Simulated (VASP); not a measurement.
# ZrB2 (P6/mmm) in VASP: settings compared

Aim: see how the results for ZrB2 move with the level of theory and the settings. Levels: r2SCAN, PBE. Tasks: single point, relaxation of cell and atoms.

Program: VASP 6.6.1. These are calculated values, not measurements. Logs are shortened: lines on timing, memory, paths and dates and some standing lists are left out, and cuts for length are marked.

## 1. The cell of the first run

The structure is hexagonal, space group P6/mmm (No. 191). Conventional cell: a = 3.166 Å, b = 3.166 Å, c = 3.553 Å, α = 90.00°, β = 90.00°, γ = 120.00°. Zr (site symmetry 6/mmm) has 12 B at 2.55 Å and 6 Zr at 3.17 Å within 3.4 Å. Within 2.4 Å of B (site symmetry -6m2) lie 3 B at 1.83 Å.

## 2. Single point, r2SCAN

POSCAR

```
ZrB2
1.0
    3.1664731896      0.0000000000      0.0000000000
   -1.5832365948      2.7422462226      0.0000000000
    0.0000000000      0.0000000000      3.5529409645
Zr B
1 2
Direct
    0.0000000000      0.0000000000      0.0000000000
    0.3333333333      0.6666666667      0.5000000000
    0.6666666667      0.3333333333      0.5000000000
```

INCAR.step1

```
ALGO     = Normal         # electronic algorithm
EDIFF    = 1E-4           # SCF threshold, eV
ENCUT    = 520            # plane-wave cutoff, eV
GGA      = PE             # functional
ISMEAR   = -1             # smearing method
LASPH    = T              # aspherical terms in the spheres
LCHARG   = F              # write CHGCAR
LREAL    = F              # projectors in reciprocal space
LWAVE    = T              # write WAVECAR
NBANDS   = 16             # bands
NELM     = 80             # most SCF steps
PREC     = Accurate       # precision mode
SIGMA    = 0.02           # smearing width, eV
```

INCAR.step2

```
ALGO     = Normal         # electronic algorithm
EDIFF    = 1E-6           # SCF threshold, eV
ENCUT    = 520            # plane-wave cutoff, eV
ISIF     = 2              # what is computed and relaxed
ISMEAR   = -1             # smearing method
ISTART   = 1            
LASPH    = T              # aspherical terms in the spheres
LCHARG   = F              # write CHGCAR
LMIXTAU  = T            
LREAL    = F              # projectors in reciprocal space
LWAVE    = F              # write WAVECAR
METAGGA  = R2SCAN         # meta-GGA
NBANDS   = 16             # bands
NELM     = 80             # most SCF steps
PREC     = Accurate       # precision mode
SIGMA    = 0.02           # smearing width, eV
```

KPOINTS

```
k-points
0
Gamma
  12 12 6
```

Potentials or basis: VASP PAW PBE potentials, release 64 (Zr_sv, B).

Command:

```sh
> cat potpaw_PBE.64/Zr_sv/POTCAR potpaw_PBE.64/B/POTCAR > POTCAR
> cp INCAR.step1 INCAR
> mpirun -np 1 vasp_std > vasp.out
> cp INCAR.step2 INCAR
> mpirun -np 1 vasp_std > vasp.out
```

OUTCAR:

```text
EDIFF = 1E-6
   ENCUT = 520
   ISIF = 2
   ISMEAR = -1
   ISTART = 1
   LASPH = T
   LREAL = F
   METAGGA = R2SCAN
   NELM = 80
   PREC = Accurate

 ion  position               nearest neighbor table
   1  0.000  0.000  0.000-   2 2.55   3 2.55   2 2.55   3 2.55   3 2.55   3 2.55   2 2.55   2 2.55
                             3 2.55   3 2.55   2 2.55   2 2.55
   2  0.333  0.667  0.500-   3 1.83   3 1.83   3 1.83   1 2.55   1 2.55   1 2.55   1 2.55   1 2.55
                             1 2.55
   3  0.667  0.333  0.500-   2 1.83   2 1.83   2 1.83   1 2.55   1 2.55   1 2.55   1 2.55   1 2.55
                             1 2.55

  LATTYP: Found a hexagonal cell.
 ALAT       =     3.1664731896
 C/A-ratio  =     1.1220499122

  Lattice vectors:

 A1 = (   3.1664731896,   0.0000000000,   0.0000000000)
 A2 = (  -1.5832365948,   2.7422462226,   0.0000000000)
 A3 = (   0.0000000000,   0.0000000000,   3.5529409645)

Analysis of symmetry for initial positions (statically):
=====================================================================
 Subroutine PRICEL returns:
 Original cell was already a primitive cell.

 Routine SETGRP: Setting up the symmetry group for a
 hexagonal supercell.

 Subroutine GETGRP returns: Found 24 space group operations
 (whereof 24 operations were pure point group operations)
 out of a pool of 24 trial point group operations.

The static configuration has the point symmetry D_6h.

Analysis of symmetry for dynamics (positions and initial velocities):
=====================================================================
 Subroutine PRICEL returns:
 Original cell was already a primitive cell.

 Routine SETGRP: Setting up the symmetry group for a
 hexagonal supercell.

 Subroutine GETGRP returns: Found 24 space group operations
 (whereof 24 operations were pure point group operations)
 out of a pool of 24 trial point group operations.

The dynamic configuration has the point symmetry D_6h.

 Subroutine INISYM returns: Found 24 space group operations
 (whereof 24 operations are pure point group operations),
 and found     1 'primitive' translations

----------------------------------------------------------------------------------------

                                     Primitive cell

  volume of cell :      30.8511

  direct lattice vectors                    reciprocal lattice vectors
     3.166473190  0.000000000  0.000000000     0.315808769  0.182332278  0.000000000
    -1.583236595  2.742246223  0.000000000     0.000000000  0.364664556  0.000000000
     0.000000000  0.000000000  3.552940964     0.000000000  0.000000000  0.281456970

  length of vectors
     3.166473190  3.166473190  3.552940964     0.364664556  0.364664556  0.281456970

  position of ions in fractional coordinates (direct lattice)
     0.000000000  0.000000000  0.000000000
     0.333333333  0.666666667  0.500000000
     0.666666667  0.333333333  0.500000000

  ion indices of the primitive-cell ions
   primitive index   ion index
                 1           1
                 2           2
                 3           3

----------------------------------------------------------------------------------------

 KPOINTS: k-points

Automatic generation of k-mesh.
 Grid dimensions read from file:
 generate k-points for:   12   12    6

 Generating k-lattice:

  Cartesian coordinates                     Fractional coordinates (reciprocal lattice)
     0.026317397  0.015194356  0.000000000     0.083333333  0.000000000  0.000000000
     0.000000000  0.030388713  0.000000000     0.000000000  0.083333333  0.000000000
     0.000000000  0.000000000  0.046909495     0.000000000  0.000000000  0.166666667

  Length of vectors
     0.030388713  0.030388713  0.046909495

  Shift w.r.t. Gamma in fractional coordinates (k-lattice)
     0.000000000  0.000000000  0.000000000

 Subroutine IBZKPT returns following result:
 ===========================================

 Found     76 irreducible k-points:

 Following reciprocal coordinates:
            Coordinates               Weight
  0.000000  0.000000  0.000000      1.000000
  0.083333  0.000000  0.000000      6.000000
  0.166667  0.000000  0.000000      6.000000
  0.250000  0.000000  0.000000      6.000000
  0.333333  0.000000  0.000000      6.000000
  0.416667  0.000000  0.000000      6.000000
[... 16 lines left out ...]
  0.250000  0.000000  0.166667     12.000000
  0.333333  0.000000  0.166667     12.000000
 [... further k-points ...]
   k-points           NKPTS =     76   k-points in BZ     NKDIM =     76   number of bands    NBANDS=     16
   number of dos      NEDOS =    301   number of ions     NIONS =      3
   total plane-waves  NPLWV =  16128
   dimension x,y,z NGX =    24 NGY =   24 NGZ =   28
   dimension x,y,z NGXF=    48 NGYF=   48 NGZF=   56
   ions per type =               1   2
   NGX,Y,Z   is equivalent  to a cutoff of  12.60, 12.60, 13.10 a.u.
   NGXF,Y,Z  is equivalent  to a cutoff of  25.20, 25.20, 26.20 a.u.
 SYSTEM =  unknown system
   PREC   = accura    normal or accurate (medium, high low for compatibility)
   ISTART =      1    job   : 0-new  1-cont  2-samecut
   ICHARG =      0    charge: 1-file 2-atom 10-const
   ISPIN  =      1    spin polarized calculation?
   LNONCOLLINEAR =      F non collinear calculations
   LSORBIT =      F    spin-orbit coupling
   LASPH  =      T    aspherical Exc in radial PAW
   ENCUT  =  520.0 eV  38.22 Ry    6.18 a.u.   5.89  5.89  6.61*2*pi/ulx,y,z
   NELM   =     80;   NELMIN=  2; NELMDL=  0     # of ELM steps
   EDIFF  = 0.1E-05   stopping-criterion for ELM
   LREAL  =      F    real-space projection
   EDIFFG = 0.1E-04   stopping-criterion for IOM
   NSW    =      0    number of steps for IOM
   IBRION =     -1    ionic relax: 0-MD 1-quasi-New 2-CG
   NFREE  =      0    steps in history (QN), initial steepest desc. (CG)
   ISIF   =      2    stress and relaxation
   ISYM   =      2    0-nonsym 1-usesym 2-fastsym
   POTIM  = 0.5000    time-step for ionic-motion
   TEBEG  =    0.0;   TEEND  =   0.0 temperature during run
   PSTRESS=    0.0 pullay stress
   NELECT =      18.0000    total number of electrons
   NUPDOWN=      -1.0000    fix difference up-down
   EMIN   =  10.00;   EMAX   =-10.00  energy-range for DOS
   EFERMI =   0.00;   METHOD = LEGACY
   ISMEAR =    -1;   SIGMA  =   0.02  broadening in eV -4-tet -1-fermi 0-gaus
   EFERMI_NEDOS =   21; number of points for ismear=-14 and -15
   IALGO  =     38    algorithm
   IMIX   =      4    mixing-type and parameters
     AMIX     =   0.40;   BMIX     =  1.00
     AMIX_MAG =   1.60;   BMIX_MAG =  1.00
  volume/ion in A,a.u.               =      10.28        69.40
  Fermi-wavevector in a.u.,A,eV,Ry     =   1.367967  2.585083 25.461036  1.871333
  Thomas-Fermi vector in A             =   2.493973
   LORBIT       =      0    0 simple, 1 ext, 2 COOP (PROOUT), +10 PAW based schemes
   METAGGA = R2SCAN    functional components
   LHFCALC =     F    Hartree Fock is set to
   AEXX    =    0.0000 exact exchange contribution
   IVDW    =     0    specifies the selected vdW correction
   LEPSILON=     F    determine dielectric tensor
   LRPA    =     F    only Hartree local field effects (RPA)
 non-spin polarized calculation
  energy-cutoff  :      520.00
  volume of cell :       30.85
 maximum number of plane-waves:       852
 NGX is ok and might be reduce to    24
   NGX = 11   NGY = 11   NGZ = 13

 number of electron      18.0000000 magnetization

 Free energy of the ion-electron system (eV)
  ---------------------------------------------------
  ext. energy  EPLUGINS =         0.00000000
  ---------------------------------------------------
  free energy    TOTEN  =       -40.64550592 eV

  energy without entropy =      -40.64519343  energy(sigma->0) =      -40.64534967

 E-fermi :  10.5250     XC(G=0): -13.3551

 val. band max:       10.2901325588   @ k =   0.1667   0.1667   0.1667
 cond. band min:      10.5469531512   @ k =   0.0833   0.0833   0.3333
 fundamental gap:      0.2568205924
 Fermi energy:        10.5249820104

 k-point     1 :       0.0000    0.0000    0.0000
  band No.  band energies     occupation
      1     -39.8312      2.00000
      2     -17.3251      2.00000
      3     -16.7456      2.00000
      4     -16.7456      2.00000
      5      -3.0212      2.00000
      6       7.8775      2.00000
[... 8 lines left out ...]
     15      15.9894      0.00000
     16      15.9894      0.00000

 k-point     2 :       0.0833    0.0000    0.0000
  band No.  band energies     occupation
      1     -39.8229      2.00000
      2     -17.3128      2.00000
      3     -16.8170      2.00000
      4     -16.7608      2.00000
      5      -2.8738      2.00000
      6       7.4222      2.00000
[... 8 lines left out ...]
     15      16.5673      0.00000
     16      16.9502      0.00000

 k-point     3 :       0.1667    0.0000    0.0000
  band No.  band energies     occupation
      1     -39.8000      2.00000
      2     -17.2789      2.00000
      3     -17.0079      2.00000
      4     -16.8021      2.00000
      5      -2.4483      2.00000
      6       6.3553      2.00000
[... 8 lines left out ...]
     15      17.7964      0.00000
     16      17.8509      0.00000

 k-point     4 :       0.2500    0.0000    0.0000
  band No.  band energies     occupation
      1     -39.7687      2.00000
      2     -17.2594      2.00000
      3     -17.2323      2.00000
      4     -16.8579      2.00000
      5      -1.7845      2.00000
      6       5.0726      2.00000
[... 8 lines left out ...]
     15      18.1180      0.00000
     16      19.8598      0.00000

 k-point     5 :       0.3333    0.0000    0.0000
  band No.  band energies     occupation
      1     -39.7370      2.00000
      2     -17.5014      2.00000
      3     -17.1852      2.00000
      4     -16.9131      2.00000
      5      -0.9277      2.00000
      6       3.7532      2.00000
[... 8 lines left out ...]
     15      19.2575      0.00000
     16      20.9568      0.00000

 k-point     6 :       0.4167    0.0000    0.0000
  band No.  band energies     occupation
      1     -39.7137      2.00000
      2     -17.6730      2.00000
      3     -17.1504      2.00000
      4     -16.9530      2.00000
      5       0.0810      2.00000
      6       2.4653      2.00000
[... 8 lines left out ...]
     15      19.6854      0.00000
     16      20.4602      0.00000
[... 267 lines left out ...]
 k-point    21 :       0.0833    0.0000    0.1667
  band No.  band energies     occupation
      1     -39.8181      2.00000
      2     -17.4062      2.00000
      3     -16.8096      2.00000
      4     -16.7542      2.00000
      5      -2.4852      2.00000
      6       6.0551      2.00000
[... 8 lines left out ...]
     15      17.6811      0.00000
     16      18.2325      0.00000

 k-point    22 :       0.1667    0.0000    0.1667
  band No.  band energies     occupation
      1     -39.7954      2.00000
      2     -17.3690      2.00000
      3     -16.9977      2.00000
      4     -16.7949      2.00000
      5      -2.1049      2.00000
      6       6.0566      2.00000
[... 8 lines left out ...]
     15      17.7668      0.00000
     16      18.9727      0.00000

 k-point    23 :       0.2500    0.0000    0.1667
  band No.  band energies     occupation
      1     -39.7641      2.00000
      2     -17.3204      2.00000
      3     -17.2431      2.00000
      4     -16.8500      2.00000
      5      -1.5149      2.00000
      6       4.9571      2.00000
[... 8 lines left out ...]
     15      18.6178      0.00000
     16      20.2048      0.00000

 k-point    24 :       0.3333    0.0000    0.1667
  band No.  band energies     occupation
      1     -39.7326      2.00000
      2     -17.4875      2.00000
      3     -17.2631      2.00000
      4     -16.9043      2.00000
      5      -0.7563      2.00000
      6       3.6316      2.00000
[... 8 lines left out ...]
     15      18.5672      0.00000
     16      22.1041      0.00000

 [... further k-points ...]

------------------------ aborting loop because EDIFF is reached ----------------------------------------

  FORCE on cell =-STRESS in cart. coord.  units (eV):
  Direction    XX          YY          ZZ          XY          YZ          ZX
  --------------------------------------------------------------------------------------
  -------------------------------------------------------------------------------------
  Total        0.0169692      0.0169692      0.0187464      0.0000000     -0.0000000      0.0000000
  in kB        0.8812568      0.8812568      0.9735518      0.0000000     -0.0000000      0.0000000
  external PRESSURE =       0.9120218 kB  Pullay stress =       0.0000000 kB

 VOLUME and BASIS-vectors are now :
 -----------------------------------------------------------------------------
  energy-cutoff  :      520.00
  volume of cell :       30.85
      direct lattice vectors                 reciprocal lattice vectors
     3.166473190  0.000000000  0.000000000     0.315808769  0.182332278  0.000000000
    -1.583236595  2.742246223  0.000000000     0.000000000  0.364664556  0.000000000
     0.000000000  0.000000000  3.552940964     0.000000000  0.000000000  0.281456970

 POSITION                                       TOTAL-FORCE (eV/Angst)
 -----------------------------------------------------------------------------------
      0.00000      0.00000      0.00000         0.000000      0.000000      0.000000
     -0.00000      1.82816      1.77647        -0.000000     -0.000000      0.000000
      1.58324      0.91408      1.77647         0.000000      0.000000      0.000000
 -----------------------------------------------------------------------------------
    total drift:                               -0.000000      0.000000      0.000000

  FREE ENERGIE OF THE ION-ELECTRON SYSTEM (eV)
  ---------------------------------------------------
  free  energy   TOTEN  =       -40.6455059163 eV

  energy  without entropy=      -40.6451934256  energy(sigma->0) =      -40.64534967
```

Run time: 90 s. Hardware: 1 thread of AMD EPYC 9R45 (Zen 5), shared host; peak memory 0.14 GiB.

What came out:

- Free energy: -40.6455 eV
- Pressure: 0.1 GPa
- Band gap on the k mesh: zero (band 9 reaches 11.48 eV, above the bottom of band 10 at 9.99 eV)

Levels at points of the mesh, in eV from the Fermi level:
| k point | band 7 | band 8 | band 9 | band 10 | band 11 | band 12 |
| --- | --- | --- | --- | --- | --- | --- |
| (0.00, 0.00, 0.00) | -2.65 | -2.61 | -2.58 | 3.68 | 3.68 | 4.44 |
| (0.50, 0.00, 0.00) | -4.09 | -3.20 | -2.70 | 2.34 | 2.51 | 5.24 |
| (0.00, 0.00, 0.50) | -0.94 | -0.94 | 0.50 | 0.50 | 0.93 | 0.93 |
| (0.50, 0.00, 0.50) | -4.77 | -4.29 | -2.19 | 3.96 | 4.31 | 5.60 |

Caveat: the PAW data sets were made with another functional, which shifts forces and pressure a little.

[end of part 1 of 2]
